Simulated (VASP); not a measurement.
# Bi2Te3 (R-3m) in VASP: notebook, part 2 of 2

VASP 6.6.1. The steps go on from the part before.

### 5 Single point, PBE+D4

The input, INCAR:

```
PREC = Accurate
ENCUT = 520
EDIFF = 1E-6
ISMEAR = -1
SIGMA = 0.05
LREAL = False
LASPH = True
NELM = 80
ALGO = Normal
ISIF = 2
LWAVE = False
LCHARG = False
GGA = PE
IVDW = 13
NBANDS = 32
```

The input, KPOINTS:

```
regular mesh
0
Gamma
  7 7 7
```

The input, POSCAR:

```
Bi2Te3
1.0
    2.1930000000      1.2661291403     10.1656666667
   -2.1930000000      1.2661291403     10.1656666667
    0.0000000000     -2.5322582807     10.1656666667
Bi Te
2 3
Direct
    0.6000000000      0.6000000000      0.6000000000
    0.4000000000      0.4000000000      0.4000000000
    0.7905000000      0.7905000000      0.7905000000
    0.2095000000      0.2095000000      0.2095000000
    0.0000000000      0.0000000000      0.0000000000
```

Potentials or basis: VASP PAW PBE potentials, release 64 (Bi_d, Te).

Started as:

```
$ cat potpaw_PBE.64/Bi_d/POTCAR potpaw_PBE.64/Te/POTCAR > POTCAR
$ mpirun -np 1 vasp_std > vasp.out
```

OUTCAR:

```text
PREC = Accurate
   ENCUT = 520
   EDIFF = 1E-6
   ISMEAR = -1
   LREAL = False
   LASPH = True
   NELM = 80
   ISIF = 2
   GGA = PE
   IVDW = 13

 ion  position               nearest neighbor table
   1  0.600  0.600  0.600-   4 3.07   4 3.07   4 3.07   5 3.25   5 3.25   5 3.25
   2  0.400  0.400  0.400-   3 3.07   3 3.07   3 3.07   5 3.25   5 3.25   5 3.25
   3  0.791  0.791  0.791-   2 3.07   2 3.07   2 3.07   4 3.64   4 3.64   4 3.64
   4  0.209  0.209  0.209-   1 3.07   1 3.07   1 3.07   3 3.64   3 3.64   3 3.64
   5  0.000  0.000  0.000-   1 3.25   2 3.25   1 3.25   1 3.25   2 3.25   2 3.25

  LATTYP: Found a trigonal (rhomboedric) cell.
 ALAT       =    10.4763118882
 COS(alpha) =     0.9123624111

  Lattice vectors:

 A1 = (   2.1930000000,   1.2661291403,  10.1656666667)
 A2 = (  -2.1930000000,   1.2661291403,  10.1656666667)
 A3 = (   0.0000000000,  -2.5322582807,  10.1656666667)

Analysis of symmetry for initial positions (statically):
=====================================================================
 Subroutine PRICEL returns:
 Original cell was already a primitive cell.

 Routine SETGRP: Setting up the symmetry group for a
 trigonal (rhombohedral) supercell.

 Subroutine GETGRP returns: Found 12 space group operations
 (whereof 12 operations were pure point group operations)
 out of a pool of 12 trial point group operations.

The static configuration has the point symmetry D_3d.

Analysis of symmetry for dynamics (positions and initial velocities):
=====================================================================
 Subroutine PRICEL returns:
 Original cell was already a primitive cell.

 Routine SETGRP: Setting up the symmetry group for a
 trigonal (rhombohedral) supercell.

 Subroutine GETGRP returns: Found 12 space group operations
 (whereof 12 operations were pure point group operations)
 out of a pool of 12 trial point group operations.

The dynamic configuration has the point symmetry D_3d.

 Subroutine INISYM returns: Found 12 space group operations
 (whereof 12 operations are pure point group operations),
 and found     1 'primitive' translations

----------------------------------------------------------------------------------------

                                     Primitive cell

  volume of cell :     169.3572

  direct lattice vectors                    reciprocal lattice vectors
     2.193000000  1.266129140 10.165666667     0.227998176  0.131634808  0.032790111
    -2.193000000  1.266129140 10.165666667    -0.227998176  0.131634808  0.032790111
     0.000000000 -2.532258281 10.165666667     0.000000000 -0.263269617  0.032790111

  length of vectors
    10.476311888 10.476311888 10.476311888     0.265303755  0.265303755  0.265303755

  position of ions in fractional coordinates (direct lattice)
     0.600000000  0.600000000  0.600000000
     0.400000000  0.400000000  0.400000000
     0.790500000  0.790500000  0.790500000
     0.209500000  0.209500000  0.209500000
     0.000000000  0.000000000  0.000000000

  ion indices of the primitive-cell ions
   primitive index   ion index
                 1           1
                 2           2
                 3           3
                 4           4
                 5           5

----------------------------------------------------------------------------------------

 KPOINTS: regular mesh

[... 27 lines left out ...]
  0.428571  0.000000  0.000000      6.000000
  0.142857  0.142857  0.000000      6.000000
  0.285714  0.142857  0.000000     12.000000
[... 16 lines left out ...]
  0.285714  0.285714  0.142857      6.000000
  0.428571  0.285714  0.142857     12.000000
 [... further k-points ...]
   k-points           NKPTS =     44   k-points in BZ     NKDIM =     44   number of bands    NBANDS=     32
   number of dos      NEDOS =    301   number of ions     NIONS =      5
   total plane-waves  NPLWV = 512000
   dimension x,y,z NGX =    80 NGY =   80 NGZ =   80
   dimension x,y,z NGXF=   160 NGYF=  160 NGZF=  160
   ions per type =               2   3
   NGX,Y,Z   is equivalent  to a cutoff of  12.69, 12.69, 12.69 a.u.
   NGXF,Y,Z  is equivalent  to a cutoff of  25.39, 25.39, 25.39 a.u.
 SYSTEM =  unknown system
   PREC   = accura    normal or accurate (medium, high low for compatibility)
   ISTART =      0    job   : 0-new  1-cont  2-samecut
   ICHARG =      2    charge: 1-file 2-atom 10-const
   ISPIN  =      1    spin polarized calculation?
   LNONCOLLINEAR =      F non collinear calculations
   LSORBIT =      F    spin-orbit coupling
   LASPH  =      T    aspherical Exc in radial PAW
   ENCUT  =  520.0 eV  38.22 Ry    6.18 a.u.  19.48 19.48 19.48*2*pi/ulx,y,z
   NELM   =     80;   NELMIN=  2; NELMDL= -5     # of ELM steps
   EDIFF  = 0.1E-05   stopping-criterion for ELM
   LREAL  =      F    real-space projection
   EDIFFG = 0.1E-04   stopping-criterion for IOM
   NSW    =      0    number of steps for IOM
   IBRION =     -1    ionic relax: 0-MD 1-quasi-New 2-CG
   NFREE  =      0    steps in history (QN), initial steepest desc. (CG)
   ISIF   =      2    stress and relaxation
   ISYM   =      2    0-nonsym 1-usesym 2-fastsym
   POTIM  = 0.5000    time-step for ionic-motion
   TEBEG  =    0.0;   TEEND  =   0.0 temperature during run
   PSTRESS=    0.0 pullay stress
   NELECT =      48.0000    total number of electrons
   NUPDOWN=      -1.0000    fix difference up-down
   EMIN   =  10.00;   EMAX   =-10.00  energy-range for DOS
   EFERMI =   0.00;   METHOD = LEGACY
   ISMEAR =    -1;   SIGMA  =   0.05  broadening in eV -4-tet -1-fermi 0-gaus
   EFERMI_NEDOS =   21; number of points for ismear=-14 and -15
   IALGO  =     38    algorithm
   IMIX   =      4    mixing-type and parameters
     AMIX     =   0.40;   BMIX     =  1.00
     AMIX_MAG =   1.60;   BMIX_MAG =  1.00
  volume/ion in A,a.u.               =      33.87       228.58
  Fermi-wavevector in a.u.,A,eV,Ry     =   1.075360  2.032136 15.733774  1.156400
  Thomas-Fermi vector in A             =   2.211215
   LORBIT       =      0    0 simple, 1 ext, 2 COOP (PROOUT), +10 PAW based schemes
   GGA     = PE    functional components
   LHFCALC =     F    Hartree Fock is set to
   AEXX    =    0.0000 exact exchange contribution
   IVDW    =    13    specifies the selected vdW correction
   LEPSILON=     F    determine dielectric tensor
   LRPA    =     F    only Hartree local field effects (RPA)
 non-spin polarized calculation
  energy-cutoff  :      520.00
  volume of cell :      169.36
 maximum number of plane-waves:      4577
 NGX is ok and might be reduce to    80
   NGX = 39   NGY = 39   NGZ = 39

 number of electron      48.0000004 magnetization

 Free energy of the ion-electron system (eV)
  ---------------------------------------------------
  ext. energy  EPLUGINS =         0.00000000
  ---------------------------------------------------
  free energy    TOTEN  =       -18.33578365 eV

  energy without entropy =      -18.33560557  energy(sigma->0) =      -18.33569461

 E-fermi :   6.3663     XC(G=0):  -9.3291

 val. band max:        6.2241296003   @ k =   0.0000   0.0000   0.0000
 cond. band min:       6.5040198056   @ k =   0.0000   0.0000   0.0000
 fundamental gap:      0.2798902053
 Fermi energy:         6.3663410873

 k-point     1 :       0.0000    0.0000    0.0000
  band No.  band energies     occupation
      1     -16.9948      2.00000
      2     -16.9948      2.00000
      3     -16.9933      2.00000
      4     -16.9933      2.00000
      5     -16.9867      2.00000
      6     -16.9853      2.00000
[... 829 lines left out ...]
     31      10.6488      0.00000
     32      10.6971      0.00000

 [... further k-points ...]

------------------------ aborting loop because EDIFF is reached ----------------------------------------

  DFT-D4 for vdW energy calculation

  Edisp (eV):   -2.45697

  FORCE on cell =-STRESS in cart. coord.  units (eV):
  Direction    XX          YY          ZZ          XY          YZ          ZX
  --------------------------------------------------------------------------------------
  -------------------------------------------------------------------------------------
  Total      -0.31129    -0.31129    -0.52950     0.00000     0.00000     0.00000
  in kB      -2.94488    -2.94488    -5.00923     0.00000     0.00000     0.00000
  external pressure =       -3.63 kB  Pullay stress =        0.00 kB

 VOLUME and BASIS-vectors are now :
 -----------------------------------------------------------------------------
  energy-cutoff  :      520.00
  volume of cell :      169.36
      direct lattice vectors                 reciprocal lattice vectors
     2.193000000  1.266129140 10.165666667     0.227998176  0.131634808  0.032790111
    -2.193000000  1.266129140 10.165666667    -0.227998176  0.131634808  0.032790111
     0.000000000 -2.532258281 10.165666667     0.000000000 -0.263269617  0.032790111

 POSITION                                       TOTAL-FORCE (eV/Angst)
 -----------------------------------------------------------------------------------
      0.00000     -0.00000     18.29820         0.000000      0.000000     -0.022307
      0.00000     -0.00000     12.19880         0.000000     -0.000000      0.022307
      0.00000     -0.00000     24.10788         0.000000      0.000000     -0.036272
      0.00000     -0.00000      6.38912         0.000000     -0.000000      0.036272
      0.00000      0.00000      0.00000         0.000000     -0.000000      0.000000
 -----------------------------------------------------------------------------------
    total drift:                               -0.000000     -0.000000     -0.000000

  FREE ENERGIE OF THE ION-ELECTRON SYSTEM (eV)
  ---------------------------------------------------
  free  energy   TOTEN  =       -20.7927522534 eV

  energy  without entropy=      -20.7925741773  energy(sigma->0) =      -20.79266322
```

OSZICAR:

```text
N       E                     dE             d eps       ncg     rms          rms(c)
DAV:   1     0.433453793414E+03    0.43345E+03   -0.21739E+04  2816   0.145E+03
DAV:   2     0.275717838615E+02   -0.40588E+03   -0.39006E+03  2896   0.376E+02
DAV:   3    -0.166875080126E+02   -0.44259E+02   -0.42266E+02  3648   0.136E+02
DAV:   4    -0.185151768833E+02   -0.18277E+01   -0.18224E+01  3104   0.298E+01
DAV:   5    -0.186024006330E+02   -0.87224E-01   -0.87218E-01  4128   0.645E+00    0.762E+00
DAV:   6    -0.183238007795E+02    0.27860E+00   -0.35627E-01  3784   0.458E+00    0.557E+00
DAV:   7    -0.183342090386E+02   -0.10408E-01   -0.21783E-01  3560   0.204E+00    0.122E+00
DAV:   8    -0.183355414100E+02   -0.13324E-02   -0.29783E-02  3168   0.967E-01    0.583E-01
DAV:   9    -0.183354178693E+02    0.12354E-03   -0.24056E-03  3416   0.356E-01    0.343E-01
DAV:  10    -0.183357461716E+02   -0.32830E-03   -0.99236E-04  3000   0.150E-01    0.671E-02
DAV:  11    -0.183357750555E+02   -0.28884E-04   -0.52499E-05  3544   0.417E-02    0.340E-02
DAV:  12    -0.183357818687E+02   -0.68132E-05   -0.14687E-05  2840   0.184E-02    0.157E-02
DAV:  13    -0.183357836491E+02   -0.17803E-05   -0.38530E-06  2656   0.117E-02    0.238E-03
DAV:  14    -0.183357836480E+02    0.10523E-08   -0.39670E-07  2032   0.482E-03
   1 F= -.20792752E+02 E0= -.20792663E+02  d E =-.178076E-03
```

stdout:

```text
POSCAR found type information on POSCAR BiTe
 POSCAR found :  2 types and       5 ions
 scaLAPACK will be used
 LDA part: xc-table for (Slater+PW92), standard interpolation
 POSCAR, INCAR and KPOINTS ok, starting setup
 FFT: planning ... GRIDC
 FFT: planning ... GRID_SOFT
 FFT: planning ... GRID
 WAVECAR not read
 entering main loop
```

Run time: 42 min. Hardware: 1 thread of Intel Xeon 8259CL, shared host; peak memory 1 GiB.

Results:

- Free energy: -20.7928 eV
- Pressure: -0.4 GPa
- Largest force: 0.036 eV/Å
- Band gap on the k mesh: 0.28 eV
- Dispersion energy per atom: -0.491 eV

Forces on the atoms (eV/Å):
```
Bi   0.000  0.000 -0.022
Bi   0.000  0.000  0.022
Te   0.000  0.000 -0.036
Te   0.000  0.000  0.036
Te   0.000  0.000  0.000
```

Levels at points of the mesh, in eV from the valence-band top:
```csv
k point,band 22,band 23,band 24,band 25,band 26,band 27
"(0.00, 0.00, 0.00)",-0.88,-0.88,0.00,0.28,0.64,0.64
```

Caveat: spin-orbit coupling is left out, which moves the levels of the heavy elements.

### 6 Single point, revPBE+D3(BJ)

The input, INCAR:

```
SYSTEM = Bi2Te3
ALGO     = Normal         ! electronic algorithm
EDIFF    = 1E-7           ! SCF threshold, eV
ENCUT    = 520            ! plane-wave cutoff, eV
GGA      = RE             ! functional
ISIF     = 2              ! what is computed and relaxed
ISMEAR   = -1             ! smearing method
IVDW     = 12             ! dispersion correction
LASPH    = .TRUE.         ! aspherical terms in the spheres
LCHARG   = .TRUE.         ! write CHGCAR
LELF     = .TRUE.         ! ELF
LREAL    = .FALSE.        ! projectors in reciprocal space
LVHAR    = .TRUE.       
LWAVE    = .FALSE.        ! write WAVECAR
NBANDS   = 32             ! bands
NELM     = 80             ! most SCF steps
PREC     = Accurate       ! precision mode
SIGMA    = 0.05           ! smearing width, eV
```

The input, KPOINTS:

```
k-points
0
G
  7 7 7
  0 0 0
```

POSCAR is that of step 5.

Potentials or basis: VASP PAW PBE potentials, release 64 (Bi_d, Te).

Started as:

```
$ cat potpaw_PBE.64/Bi_d/POTCAR potpaw_PBE.64/Te/POTCAR > POTCAR
$ mpirun -np 1 vasp_std > vasp.out
```

It took 43 min on 1 thread of Intel Xeon 8259CL, shared host; peak memory 1 GiB.

The run converged. Its results:

```
Free energy                : -20.9237 eV
Pressure                   : -1.3 GPa
Largest force              : 0.029 eV/Å
Band gap on the k mesh     : 0.32 eV
Dispersion energy per atom : -0.838 eV
```

Forces on the atoms (eV/Å):
```
Bi   0.000  0.000 -0.017
Bi   0.000  0.000  0.017
Te   0.000  0.000 -0.029
Te   0.000  0.000  0.029
Te   0.000  0.000  0.000
```

Stress tensor (GPa, compression positive):
```
-1.20  0.00  0.00
 0.00 -1.20  0.00
 0.00  0.00 -1.39
```

Levels at points of the mesh, in eV from the valence-band top:
```tsv
k point	band 22	band 23	band 24	band 25	band 26	band 27
(0.00, 0.00, 0.00)	-0.89	-0.89	0.00	0.32	0.65	0.65
```

Caveat: the PAW data sets were made with another functional, which shifts forces and pressure a little; spin-orbit coupling is left out, which moves the levels of the heavy elements. A k mesh can miss the band edges.

### 7 Overview

```csv
task,level,potentials or basis,cell,cutoff (eV),gap on the mesh (eV),pressure (GPa),largest force (eV/Å)
relaxation of cell and atoms,LDA,"VASP PAW LDA potentials, release 64 (Bi_d, Te)","relaxed from a = 10.476 Å, angles 24.2°, 5 atoms",600,0.14,0.0,-
single point,PBE+D4,"VASP PAW PBE potentials, release 64 (Bi_d, Te)","a = 10.406 Å, angles 24.2°, 5 atoms",520,0.27,0.7,0.09
single point,revPBE+D3(BJ),"VASP PAW PBE potentials, release 64 (Bi_d, Te)","a = 10.406 Å, angles 24.2°, 5 atoms",520,0.30,-0.2,0.10
single point,PBE+D4,"VASP PAW PBE potentials, release 64 (Bi_d, Te)","a = 10.476 Å, angles 24.2°, 5 atoms",520,0.28,-0.4,0.04
single point,revPBE+D3(BJ),"VASP PAW PBE potentials, release 64 (Bi_d, Te)","a = 10.476 Å, angles 24.2°, 5 atoms",520,0.32,-1.3,0.03
```

Alike in all rows: no spin polarisation; k mesh 7 × 7 × 7; smearing fermi-dirac 0.05 eV.

Caveats: spin-orbit coupling is left out, which moves the levels of the heavy elements; the PAW data sets were made with another functional, which shifts forces and pressure a little (at least some runs).

Total energies depend on the potentials used, so only differences within one code and one set of settings carry meaning.

### 8 Against experiment

Step 3. Against the measured gap of Bi2Te3, 0.17 eV (quoted in “Vacancy and Antisite-Induced Ferromagnetism in Liquid-Phase Exfoliated Bi2Te3”, 2024, arxiv:2412.10539), the calculated 0.27 eV is off by +0.10 eV. Spin-orbit coupling on Bi, Te is left out. The value is that of PBE+D4 on a finite k mesh, which can miss the band edges, without temperature or zero-point motion.

Step 4. A measured gap of Bi2Te3 is 0.17 eV (quoted in “Vacancy and Antisite-Induced Ferromagnetism in Liquid-Phase Exfoliated Bi2Te3”, 2024, arxiv:2412.10539); the calculated 0.30 eV misses it by +0.13 eV. Spin-orbit coupling on Bi, Te is left out. The value is that of revPBE+D3(BJ) on a finite k mesh, which can miss the band edges, without temperature or zero-point motion.

Step 5. Against the measured gap of Bi2Te3, 0.17 eV (quoted in “Vacancy and Antisite-Induced Ferromagnetism in Liquid-Phase Exfoliated Bi2Te3”, 2024, arxiv:2412.10539), the calculated 0.28 eV is off by +0.11 eV. Spin-orbit coupling on Bi, Te is left out. The value is that of PBE+D4 on a finite k mesh, which can miss the band edges, without temperature or zero-point motion.
